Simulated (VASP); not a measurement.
Wanted: the native input for a VASP 6.6.1 run.

* Task: single point
* Functional: PBE
* Potentials or basis: VASP PAW PBE potentials, release 64 (Ti_sv, Te)
* Cutoff: 520 eV
* k mesh: 12 × 12 × 8
* Occupations: gaussian, width 0.15 eV
* Spin: no spin polarisation
* Dipole correction: no
* Further INCAR settings: ALGO = Normal; EDIFF = 1e-06; NBANDS = 19

The structure of TiTe2 lies in POSCAR:

```
TiTe2
1.0
    3.7770008876      0.0000000000      0.0000000000
   -1.8885004438      3.2709787188      0.0000000000
    0.0000000000      0.0000000000      6.6604500000
Ti Te
1 2
Direct
    0.0000000000      0.0000000000      0.0000000000
    0.6666666667      0.3333333333      0.2628000000
    0.3333333333      0.6666666667      0.7372000000
```

This cell differs from its parent crystal: strain +0.000 along x and y, +0.025 along z.

The input as run:

INCAR

```
SYSTEM = TiTe2
PREC = Accurate ; ENCUT = 520
EDIFF = 1E-6 ; ISMEAR = 0
SIGMA = 0.15 ; LREAL = .False.
LASPH = .True. ; NELM = 100
ALGO = Normal ; ISIF = 2
LWAVE = .False. ; LCHARG = .False.
GGA = PE ; NBANDS = 19
```

KPOINTS

```
Automatic mesh
0
Gamma
  12 12 8
  0 0 0
```

Potentials or basis: VASP PAW PBE potentials, release 64 (Ti_sv, Te).

Launch:

```bash
$ cat potpaw_PBE.64/Ti_sv/POTCAR potpaw_PBE.64/Te/POTCAR > POTCAR
$ mpirun -np 1 vasp_std > vasp.out
```

Results of the run:

The pressure is -0.7 GPa. The largest force is 0.262 eV/Å and the band gap on the k mesh is zero (bands 12 and 13 overlap by 0.69 eV).

Caveat: the cell differs from its parent crystal (strain +0.000 along x and y, +0.025 along z); spin-orbit coupling is left out, which moves the levels of the heavy elements; this functional lacks dispersion, which binds layers or chains, so the pressure and a relaxed spacing across them are unreliable.

It took 3.5 min on 1 thread of Intel(R) Xeon(R) Platinum 8259CL CPU @ 2.50GHz (Skylake/Cascade Lake), on a shared host, peak memory 0.33 GiB.
